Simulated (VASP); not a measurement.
Here is a VASP 6.6.1 calculation.

INCAR

```
SYSTEM = GaAs
PREC = Accurate
ENCUT = 520
EDIFF = 1E-6
ISMEAR = 0
SIGMA = 0.05
LREAL = Auto
LASPH = .True.
NELM = 80
ALGO = Normal
ISIF = 2
LWAVE = .False.
LCHARG = .False.
LDIPOL = .True.
IDIPOL = 3
DIPOL = 0.5 0.5 0.457
GGA = PE
IVDW = 12
NBANDS = 86
```

KPOINTS

```
Automatic mesh
0
Gamma
  2 2 1
  0 0 0
```

Contents of POSCAR:

```
GaAs
1.0
    8.0267120191      0.0000000000      0.0000000000
   -4.0133560095      6.9513365174      0.0000000000
    0.0000000000      0.0000000000     22.0961143248
As Ga
8 8
Direct
    0.5000000000      0.0000000000      0.3620546076
    0.5000000000      0.5000000000      0.3620546076
    0.0000000000      0.0000000000      0.3620546076
    0.0000000000      0.5000000000      0.3620546076
    0.6677170092      0.8331992389      0.5210632003
    0.6693883461      0.3315090888      0.5209222096
    0.1678825768      0.8328507781      0.5209065874
    0.1675157676      0.3331399214      0.5209816101
    0.1666666667      0.8333333333      0.3991300342
    0.1666666667      0.3333333333      0.3991300342
    0.6666666667      0.8333333333      0.3991300342
    0.6666666667      0.3333333333      0.3991300342
    0.3344730534      0.6661927777      0.5463059871
    0.3358140736      0.1672715512      0.5451262429
    0.8337184411      0.6650064673      0.5450508461
    0.8353462413      0.1655248012      0.5476485056
```

Potentials or basis: VASP PAW PBE potentials, release 64 (As, Ga_d).

Run with:

```console
$ cat potpaw_PBE.64/As/POTCAR potpaw_PBE.64/Ga_d/POTCAR > POTCAR
$ mpirun -np 1 vasp_std > vasp.out
```

Problem. Predict the dispersion energy per atom.

Solution. -0.210 eV.

Problem. Estimate the band gap on the k mesh.

Solution. Zero (filled and empty bands touch).

Forces on the atoms (eV/Å):
```
As   0.003 -0.002  0.175
As   0.007 -0.002  0.192
As   0.006 -0.002  0.183
As   0.004  0.000  0.175
As   0.009 -0.015 -0.005
As  -0.041  0.015 -0.016
As  -0.005  0.017  0.006
As   0.025 -0.008 -0.004
Ga   0.007 -0.004 -0.196
Ga  -0.019 -0.001 -0.203
Ga  -0.010  0.016 -0.199
Ga   0.016 -0.010 -0.207
Ga  -0.006  0.012  0.019
Ga  -0.025 -0.035  0.026
Ga   0.008  0.037  0.031
Ga   0.021 -0.018  0.024
```

Caveat: the k points lie up to 0.45 Å⁻¹ apart.
